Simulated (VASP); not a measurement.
# Be (Fm-3m) in VASP: notebook, part 2 of 2

VASP 6.6.1.

### Step 3. Single point, LDA

This run uses another cell than the first one, of 7.50 Å³/atom.

File INCAR:

```
ALGO = Normal
EDIFF = 1E-6
ENCUT = 600
GGA_COMPAT = False
ISIF = 2
ISMEAR = -1
LASPH = True
LCHARG = False
LREAL = False
LWAVE = False
NBANDS = 7
NELM = 120
PREC = Accurate
SIGMA = 0.05
```

File KPOINTS:

```
k-points
0
Gamma
  14 14 14
```

File POSCAR:

```
Be
1.0
    0.0000000000      1.5535340891      1.5535340891
    1.5535340891      0.0000000000      1.5535340891
    1.5535340891      1.5535340891      0.0000000000
Be
1
Direct
    0.0000000000      0.0000000000      0.0000000000
```

Potentials or basis: VASP PAW LDA potentials, release 64 (Be).

Run with:

```sh
$ cat potpaw_LDA.64/Be/POTCAR > POTCAR
$ mpirun -np 1 vasp_std > vasp.out
```

OUTCAR:

```text
EDIFF = 1E-6
   ENCUT = 600
   ISIF = 2
   ISMEAR = -1
   LASPH = True
   LREAL = False
   NELM = 120
   PREC = Accurate

 ion  position               nearest neighbor table
   1  0.000  0.000  0.000-

  LATTYP: Found a face centered cubic cell.
 ALAT       =     3.1070681782

  Lattice vectors:

 A1 = (   0.0000000000,   1.5535340891,   1.5535340891)
 A2 = (   1.5535340891,   0.0000000000,   1.5535340891)
 A3 = (   1.5535340891,   1.5535340891,   0.0000000000)

Analysis of symmetry for initial positions (statically):
=====================================================================
 Subroutine PRICEL returns:
 Original cell was already a primitive cell.

 Routine SETGRP: Setting up the symmetry group for a
 face centered cubic supercell.

 Subroutine GETGRP returns: Found 48 space group operations
 (whereof 48 operations were pure point group operations)
 out of a pool of 48 trial point group operations.

The static configuration has the point symmetry O_h .

Analysis of symmetry for dynamics (positions and initial velocities):
=====================================================================
 Subroutine PRICEL returns:
 Original cell was already a primitive cell.

 Routine SETGRP: Setting up the symmetry group for a
 face centered cubic supercell.

 Subroutine GETGRP returns: Found 48 space group operations
 (whereof 48 operations were pure point group operations)
 out of a pool of 48 trial point group operations.

The dynamic configuration has the point symmetry O_h .

 Subroutine INISYM returns: Found 48 space group operations
 (whereof 48 operations are pure point group operations),
 and found     1 'primitive' translations

----------------------------------------------------------------------------------------

                                     Primitive cell

  volume of cell :       7.4988
[... 105 lines left out ...]
   IMIX   =      4    mixing-type and parameters
     AMIX     =   0.40;   BMIX     =  1.00
     AMIX_MAG =   1.60;   BMIX_MAG =  1.00
  volume/ion in A,a.u.               =       7.50        50.60
  Fermi-wavevector in a.u.,A,eV,Ry     =   1.053790  1.991374 15.108905  1.110473
  Thomas-Fermi vector in A             =   2.188925
   LORBIT       =      0    0 simple, 1 ext, 2 COOP (PROOUT), +10 PAW based schemes
   GGA     = CA    functional components
   LHFCALC =     F    Hartree Fock is set to
   AEXX    =    0.0000 exact exchange contribution
   IVDW    =     0    specifies the selected vdW correction
   LEPSILON=     F    determine dielectric tensor
   LRPA    =     F    only Hartree local field effects (RPA)
 non-spin polarized calculation
  energy-cutoff  :      600.00
  volume of cell :        7.50
 maximum number of plane-waves:       265
 NGX is ok and might be reduce to    18
   NGX =  9   NGY =  9   NGZ =  9

 number of electron       2.0000000 magnetization

 Free energy of the ion-electron system (eV)
  ---------------------------------------------------
  ext. energy  EPLUGINS =         0.00000000
  ---------------------------------------------------
  free energy    TOTEN  =        -4.12951819 eV

  energy without entropy =       -4.12870232  energy(sigma->0) =       -4.12911025

 E-fermi :   7.6432     XC(G=0): -10.8011

 val. band max:        7.5362242080   @ k =  -0.2857   0.4286   0.2143
 cond. band min:       7.6749700016   @ k =  -0.2857   0.5000   0.2143
 fundamental gap:      0.1387457936
 Fermi energy:         7.6432028240

 k-point     1 :       0.0000    0.0000    0.0000
  band No.  band energies     occupation
      1      -4.2856      2.00000
      2      27.5841      0.00000
      3      27.5841      0.00000
      4      27.5841      0.00000
      5      37.7909      0.00000
      6      37.7909      0.00000
      7      37.7909      0.00000
[... 221 lines left out ...]
 k-point    24 :       0.2857    0.1429    0.0000
  band No.  band energies     occupation
      1      -1.7924      2.00000
      2      18.1191      0.00000
      3      22.3551      0.00000
      4      26.1213      0.00000
      5      31.0924      0.00000
      6      34.2607      0.00000
      7      43.5776      0.00000

 [... further k-points ...]

------------------------ aborting loop because EDIFF is reached ----------------------------------------

  FORCE on cell =-STRESS in cart. coord.  units (eV):
  Direction    XX          YY          ZZ          XY          YZ          ZX
  --------------------------------------------------------------------------------------
  -------------------------------------------------------------------------------------
  Total        0.0210191      0.0210191      0.0210191     -0.0000000     -0.0000000      0.0000000
  in kB        4.4908916      4.4908916      4.4908916     -0.0000000     -0.0000000      0.0000000
  external PRESSURE =       4.4908916 kB  Pullay stress =       0.0000000 kB

 VOLUME and BASIS-vectors are now :
 -----------------------------------------------------------------------------
  energy-cutoff  :      600.00
  volume of cell :        7.50
      direct lattice vectors                 reciprocal lattice vectors
     0.000000000  1.553534089  1.553534089    -0.321846816  0.321846816  0.321846816
     1.553534089  0.000000000  1.553534089     0.321846816 -0.321846816  0.321846816
     1.553534089  1.553534089  0.000000000     0.321846816  0.321846816 -0.321846816

 POSITION                                       TOTAL-FORCE (eV/Angst)
 -----------------------------------------------------------------------------------
      0.00000      0.00000      0.00000         0.000000      0.000000     -0.000000
 -----------------------------------------------------------------------------------
    total drift:                                0.000000      0.000000     -0.000000

  FREE ENERGIE OF THE ION-ELECTRON SYSTEM (eV)
  ---------------------------------------------------
  free  energy   TOTEN  =        -4.1295181858 eV

  energy  without entropy=       -4.1287023159  energy(sigma->0) =       -4.12911025
```

stdout:

```text
POSCAR found type information on POSCAR Be
 POSCAR found :  1 types and       1 ions
 scaLAPACK will be used
 LDA part: xc-table for (Slater(with rela. corr.)+CA(PZ))
 , standard interpolation
 POSCAR, INCAR and KPOINTS ok, starting setup
 FFT: planning ... GRIDC
 FFT: planning ... GRID_SOFT
 FFT: planning ... GRID
 WAVECAR not read
 entering main loop
```

Run time: 3.7 s. Hardware: 1 thread of AMD EPYC 7R13 (Zen 3), shared host; peak memory 0.08 GiB.

What came out:

```yaml
Free_energy: -4.1295 eV
Pressure: 0.4 GPa
Band_gap_on_the_k_mesh: zero (bands 1 and 2 overlap by 0.30 eV)
```

### Step 4. Single point, LDA

This run uses another cell than the first one, of 7.23 Å³/atom.

File INCAR:

```
SYSTEM = Be
  PREC = Accurate
  ENCUT = 600
  EDIFF = 1E-6
  ISMEAR = -1
  SIGMA = 0.05
  LREAL = .False.
  LASPH = .True.
  NELM = 120
  ALGO = Normal
  ISIF = 2
  LWAVE = .False.
  LCHARG = .True.
  GGA = CA
  LELF = .True.
  LVHAR = .True.
  NBANDS = 7
  GGA_COMPAT = .False.
```

File KPOINTS:

```
regular mesh
0
Gamma
  14 14 14
  0 0 0
```

File POSCAR:

```
Be
1.0
    0.0000000000      1.5350911832      1.5350911832
    1.5350911832      0.0000000000      1.5350911832
    1.5350911832      1.5350911832      0.0000000000
Be
1
Direct
    0.0000000000      0.0000000000      0.0000000000
```

Run with:

```sh
$ cat potpaw_LDA.64/Be/POTCAR > POTCAR
$ mpirun -np 1 vasp_std > vasp.out
```

Wall time 4 s (1 thread of AMD EPYC 7R13 (Zen 3), shared host); peak memory 0.08 GiB.

Results (log left out):

| Item | Value |
| --- | --- |
| Free energy | -4.1247 eV |
| Pressure | 5.5 GPa |
| Band gap on the k mesh | zero (bands 1 and 2 overlap by 0.31 eV) |

Levels at points of the mesh, in eV from the Fermi level:
```
           k point  band 1  band 2  band 3  band 4  band 5
(0.00, 0.00, 0.00)  -12.12   20.54   20.54   20.54   30.85
(0.50, 0.00, 0.00)   -5.56    0.48   17.44   17.44   27.82
(0.50, 0.50, 0.00)   -2.79    4.39   10.09   10.09   16.12
```

Caveat: the cell stands under pressure.

### Step 5. Single point, LDA

This run uses another cell than the first one, of 7.01 Å³/atom.

File INCAR:

```
SYSTEM = Be
PREC     = Accurate       ! precision mode
ENCUT    = 600            ! plane-wave cutoff, eV
EDIFF    = 1E-6           ! SCF threshold, eV
ISMEAR   = -1             ! smearing method
SIGMA    = 0.05           ! smearing width, eV
LREAL    = .FALSE.        ! projectors in reciprocal space
LASPH    = .TRUE.         ! aspherical terms in the spheres
NELM     = 120            ! most SCF steps
ALGO     = Normal         ! electronic algorithm
ISIF     = 2              ! what is computed and relaxed
LWAVE    = .FALSE.        ! write WAVECAR
LCHARG   = .FALSE.        ! write CHGCAR
GGA      = CA             ! functional
NBANDS   = 7              ! bands
GGA_COMPAT= .FALSE.
```

File KPOINTS:

```
regular mesh
0
G
  14 14 14
  0 0 0
```

File POSCAR:

```
Be
1.0
    0.0000000000      1.5188079079      1.5188079079
    1.5188079079      0.0000000000      1.5188079079
    1.5188079079      1.5188079079      0.0000000000
Be
1
Direct
    0.0000000000      0.0000000000      0.0000000000
```

Run with:

```sh
$ cat potpaw_LDA.64/Be/POTCAR > POTCAR
$ mpirun -np 1 vasp_std > vasp.out
```

Wall time 3.7 s (1 thread of AMD EPYC 7R13 (Zen 3), shared host); peak memory 0.08 GiB.

Results (log left out):

| Item | Value |
| --- | --- |
| Free energy | -4.1133 eV |
| Pressure | 10.6 GPa |
| Band gap on the k mesh | zero (bands 1 and 2 overlap by 0.32 eV) |

Levels at points of the mesh, in eV from the Fermi level:
| k point | band 1 | band 2 | band 3 | band 4 |
| --- | --- | --- | --- | --- |
| (0.00, 0.00, 0.00) | -12.29 | 21.09 | 21.09 | 21.09 |
| (0.50, 0.00, 0.00) | -5.69 | 0.61 | 17.90 | 17.90 |
| (0.50, 0.50, 0.00) | -2.85 | 4.54 | 10.35 | 10.35 |

Caveat: the cell stands under pressure.

### Step 6. Relaxation of cell and atoms, LDA

This run uses another cell than the first one, of 8.12 Å³/atom.

File INCAR:

```
SYSTEM = Be
PREC = Accurate ; ENCUT = 600
EDIFF = 1E-7 ; ISMEAR = -1
SIGMA = 0.05 ; LREAL = .FALSE.
LASPH = .TRUE. ; NELM = 120
ALGO = Normal ; ISIF = 3
LWAVE = .FALSE. ; LCHARG = .FALSE.
IBRION = 2 ; NSW = 80
EDIFFG = -0.01 ; GGA_COMPAT = .FALSE.
NELMIN = 4
```

KPOINTS is that of step 5.

File POSCAR:

```
Be
1.0
    0.0000000000      1.5950000000      1.5950000000
    1.5950000000      0.0000000000      1.5950000000
    1.5950000000      1.5950000000      0.0000000000
Be
1
Direct
    0.0000000000      0.0000000000      0.0000000000
```

Potentials or basis: VASP PAW LDA potentials, release 64 (Be).

Run with:

```sh
$ cat potpaw_LDA.64/Be/POTCAR > POTCAR
$ mpirun -np 1 vasp_std > vasp.out
```

It took 5.3 s on 1 thread of AMD EPYC 7R13 (Zen 3), shared host; peak memory 0.08 GiB.

The run converged. Its results:

```yaml
Free_energy: -4.1296 eV
Relaxed_volume: 7.53 Å³/atom
Relaxed_cell: a = 2.200 Å, b = 2.200 Å, c = 2.200 Å, α = 60.00°, β = 60.00°, γ = 60.00°
Space_group_after_relaxing_to_0.1_Å: Fm-3m (No. 225)
Energy_gained_by_relaxing: 17.1 meV/atom
Ionic_steps: 3
Pressure_after_relaxing: -0.1 GPa
Band_gap_on_the_k_mesh: zero (bands 1 and 2 overlap by 0.30 eV)
```

The path:
| step | energy change (eV) | largest force (eV/Å) | pressure (GPa) | volume (Å³) |
| --- | --- | --- | --- | --- |
| 1 | 0.0000 | 0.0000 | -8.76 | 8.12 |
| 2 | -0.0168 | 0.0000 | -1.40 | 7.61 |
| 3 | -0.0171 | 0.0000 | -0.05 | 7.53 |

Final structure:
```
Be
1.0
     0.00000    1.55548    1.55548
     1.55548    0.00000    1.55548
     1.55548    1.55548    0.00000
Be
1
Direct
  0.00000 0.00000 0.00000
```

Levels at points of the mesh, in eV from the Fermi level:
```
           k point  band 1  band 2  band 3  band 4
(0.00, 0.00, 0.00)  -11.91   19.88   19.88   19.88
(0.50, 0.00, 0.00)   -5.40    0.34   16.88   16.88
(0.50, 0.50, 0.00)   -2.72    4.21    9.78    9.78
```

### Step 7. Summary

| task | cell | gap on the mesh (eV) | pressure (GPa) |
| --- | --- | --- | --- |
| single point | a = 2.108 Å, angles 60.0°, 1 atom | none | 20.7 |
| single point | a = 2.197 Å, angles 60.0°, 1 atom | none | 0.4 |
| single point | a = 2.171 Å, angles 60.0°, 1 atom | none | 5.5 |
| single point | a = 2.148 Å, angles 60.0°, 1 atom | none | 10.6 |
| relaxation of cell and atoms | relaxed from a = 2.256 Å, angles 60.0°, 1 atom | none | -0.1 |

Alike in all rows: level LDA; potentials or basis VASP PAW LDA potentials, release 64 (Be); no spin polarisation; k mesh 14 × 14 × 14; cutoff (eV) 600; smearing fermi-dirac 0.05 eV.

Caveats: the cell stands under pressure (at least some runs).

Total energies depend on the potentials used, so only differences within one code and one set of settings carry meaning.

The gap in the log of VASP goes by the Fermi energy; the results here count the filled bands.